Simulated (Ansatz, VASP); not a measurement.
One calculation of CdSe, two programs

INCAR

```
PREC = Accurate
ENCUT = 520
EDIFF = 1E-7
ISMEAR = 0
SIGMA = 0.05
LREAL = False
LASPH = True
NELM = 80
ALGO = Normal
ISIF = 2
LWAVE = False
LCHARG = False
NBANDS = 16
```

Contents of KPOINTS:

```
regular mesh
0
Gamma
  6 6 6
```

POSCAR

```
CdSe
1.0
    0.0000000000      3.0190998167      3.1752299914
    3.0190998167      0.0000000000      3.1752299914
    3.0190998167      3.0190998167      0.0000000000
Cd Se
1 1
Direct
    0.0000000000      0.0000000000      0.0000000000
    0.7500000000      0.7500000000      0.7500000000
```

Input for Ansatz:

```yaml
crystal:
  lattice:
    - [0.0, 3.0190998166666665, 3.175229991381787]
    - [3.0190998166666665, 0.0, 3.175229991381787]
    - [3.0190998166666665, 3.0190998166666665, 0.0]
  atoms:
    - { symbol: Cd, position: [0.0, 0.0, 0.0] }
    - { symbol: Se, position: [0.75, 0.75, 0.75] }
basis:
  ecutwfc: 520.0
kpoints:
  mp_grid:
    grid: [6, 6, 6]
hamiltonian:
  xc: lda
scf:
  occupations:
    method: gaussian
    width: 0.05
output:
  stress: true
```

Alike in both runs: task single point; functional LDA; k mesh 6 × 6 × 6; occupations gaussian, width 0.05 eV; no spin polarisation.

|  | VASP | Ansatz |
| --- | --- | --- |
| version | VASP 6.6.1 | Ansatz 0.2.0 |
| potentials or method | VASP PAW LDA potentials, release 64 (Cd, Se), cutoff 520 eV | plane waves, PAW |
| valence electrons in the cell | 18 | 36 |

VASP gave:

- pressure (GPa): -2.9
- traceless stress, the component that is largest in VASP (GPa): -0.79

Problem. Estimate Ansatz's values.

Solution. Pressure (GPa): -3.3; traceless stress, the component that is largest in VASP (GPa): -0.81.

LDA's correlation is that of Perdew and Zunger in VASP and of Perdew and Wang (1992) in Ansatz. VASP's potentials hold 18 valence electrons a cell and Ansatz's 36, so a difference there can come from the potentials and not from the codes.
